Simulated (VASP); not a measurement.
AlGa3As2:

```
CELL_PARAMETERS angstrom
6.20084 0.00000 0.00000
-3.10042 5.37008 0.00000
0.00000 0.00000 3.34781
ATOMIC_POSITIONS crystal
Al 0.00000 0.00000 0.00000
Ga 0.50000 0.50000 0.50000
Ga 0.50000 0.00000 0.50000
Ga 0.00000 0.50000 0.50000
As 0.66667 0.33333 0.00000
As 0.33333 0.66667 0.00000
```

| Item | Value |
| --- | --- |
| Program | VASP 6.6.1 |
| Task | relaxation of cell and atoms |
| Functional | PBE |
| Potentials or basis | VASP PAW PBE potentials, release 64 (Al, Ga_d, As) |
| Cutoff | 600 eV |
| k mesh | 3 × 3 × 6 |
| Occupations | gaussian, width 0.1 eV |
| Spin | no spin polarisation |

At the start: pressure 17.7 GPa; volume 18.58 Å³/atom.

Question: How do energy, volume and symmetry change on relaxing?

Answer: Over 4 steps the energy falls by 217.2 meV/atom and the volume is 23.43 Å³/atom (+26.1 %); space group P6/mmm (No. 191, to 0.05 Å).

The path:
```tsv
step	energy change (eV)	largest force (eV/Å)	pressure (GPa)	volume (Å³)
1	0.0000	0.0000	17.68	111.48
2	-1.2518	0.0000	-2.08	147.91
3	-1.3029	0.0000	0.26	139.80
4	-1.3034	0.0000	0.01	140.57
```

Final structure:
```
Al Ga As
1.0
     6.65620    0.00000    0.00000
    -3.32810    5.76444    0.00000
     0.00000    0.00000    3.66351
Al Ga As
1 3 2
Direct
  0.00000 0.00000 0.00000
  0.50000 0.50000 0.50000
  0.50000 0.00000 0.50000
  0.00000 0.50000 0.50000
  0.66667 0.33333 0.00000
  0.33333 0.66667 0.00000
```

Caveat: the k points lie up to 0.36 Å⁻¹ apart in the final cell; the volume moved by over 15 % at a fixed basis, so the end points are rough.
